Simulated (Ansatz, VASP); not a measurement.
**Two plane-wave programs on Ge**

```
CELL_PARAMETERS angstrom
4.05816 0.00000 0.00000
-2.02908 3.51447 0.00000
0.00000 0.00000 6.79292
ATOMIC_POSITIONS crystal
Ge 0.66667 0.33333 0.06279
Ge 0.33333 0.66667 0.56279
Ge 0.66667 0.33333 0.43721
Ge 0.33333 0.66667 0.93721
```

Change from the starting cell: strain +0.000 along x and y, +0.015 along z, atoms carried along.

Alike in both runs: task single point; functional PBE; k mesh 12 × 12 × 8; occupations gaussian, width 0.15 eV; no spin polarisation.

|  | VASP | Ansatz |
| --- | --- | --- |
| version | VASP 6.6.1 | Ansatz 0.2.0 |
| potentials or method | VASP PAW PBE potentials, release 64 (Ge_d), cutoff 520 eV | scalar-relativistic, plane waves, PAW |
| valence electrons in the cell | 56 | 56 |

|  | VASP | Ansatz | Ansatz less VASP |
| --- | --- | --- | --- |
| gap on the k mesh at the Fermi level (eV) | none | none | - |
| pressure (GPa) | -0.8 | -0.8 | 0.00 |
| traceless stress, the component that is largest in VASP (GPa) | -1.44 | -1.45 | -0.005 |
| rms of the force components (eV/Å) | 0.058 | 0.058 | +0.0007 |

Atom by atom the forces differ by 0.001 eV/Å (rms over components). A gap of «none» marks a metal or a gap that the smearing closes. With one functional, cell and mesh, what is left measures potentials, basis and numerics.
